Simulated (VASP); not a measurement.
Runs of VASP 6.6.1 on Tl. The structure is that of space group P6_3/mmc (No. 194), or close to it. The cells are those of the table. 

| task | cell | cutoff (eV) | gap on the mesh (eV) | pressure (GPa) |
| --- | --- | --- | --- | --- |
| single point | a = 3.361, b = 3.361, c = 5.352 Å, angles 90.0, 90.0, 120.0°, 2 atoms | 520 | none | (b) |
| single point | a = 3.226, b = 3.226, c = 5.195 Å, angles 90.0, 90.0, 120.0°, 2 atoms | 520 | none | 10.2 |
| relaxation of cell and atoms | relaxed to 7 GPa from a = 3.411, b = 3.411, c = 5.416 Å, angles 90.0, 90.0, 120.0°, 2 atoms | 600 | none | 7.0 |
| single point | a = 3.267, b = 3.267, c = 5.243 Å, angles 90.0, 90.0, 120.0°, 2 atoms | 520 | none | 7.2 |
| relaxation of cell and atoms | relaxed to 10 GPa from a = 3.411, b = 3.411, c = 5.416 Å, angles 90.0, 90.0, 120.0°, 2 atoms | 600 | none | 10.0 |
| single point | a = 3.318, b = 3.318, c = 5.306 Å, angles 90.0, 90.0, 120.0°, 2 atoms | 520 | none | 4.2 |
| single point | a = 3.386, b = 3.386, c = 5.380 Å, angles 90.0, 90.0, 120.0°, 2 atoms | 520 | none | (a) |
| single point | a = 3.170, b = 3.170, c = 5.122 Å, angles 90.0, 90.0, 120.0°, 2 atoms | 520 | none | 15.3 |

Alike in all rows: level LDA; potentials or basis VASP PAW LDA potentials, release 64 (Tl_d); no spin polarisation; k mesh 16 × 16 × 10; smearing fermi-dirac 0.1 eV.

Task: Fill in the values left out.

Result: (a) 1.1; (b) 2.1.

Caveats: spin-orbit coupling is left out, which moves the levels of the heavy elements; the cell stands under pressure (at least some runs); the cell is relaxed towards a set pressure, so the run minimises the enthalpy, not the energy (at least some runs).

A k mesh can miss the band edges, and the runs leave out spin-orbit coupling on Tl.

A gap of «none» marks levels without a gap at the run's occupations.
